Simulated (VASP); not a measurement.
Input of a VASP 6.6.1 run:

File INCAR:

```
SYSTEM = Nb
  PREC = Accurate
  ENCUT = 520
  EDIFF = 1E-6
  ISMEAR = 0
  SIGMA = 0.15
  LREAL = .False.
  LASPH = .True.
  NELM = 80
  ALGO = Fast
  ISIF = 2
  LWAVE = .False.
  LCHARG = .False.
  GGA = PS
  NBANDS = 12
```

File KPOINTS:

```
regular mesh
0
Gamma
  20 20 20
  0 0 0
```

The input POSCAR:

```
Nb
1.0
   -1.6140315000      1.6140315000      1.6140315000
    1.6140315000     -1.6140315000      1.6140315000
    1.6140315000      1.6140315000     -1.6140315000
Nb
1
Direct
    0.0000000000      0.0000000000      0.0000000000
```

Potentials or basis: VASP PAW PBE potentials, release 64 (Nb_sv).

Command:

```bash
$ cat potpaw_PBE.64/Nb_sv/POTCAR > POTCAR
$ mpirun -np 1 vasp_std > vasp.out
```

(1) What does it give for the pressure?

## Answers

(1) 7.5 GPa.

Caveat: the cell differs from its parent crystal (strain -0.030 along x and y, -0.030 along z); the PAW data sets were made with another functional, which shifts forces and pressure a little.
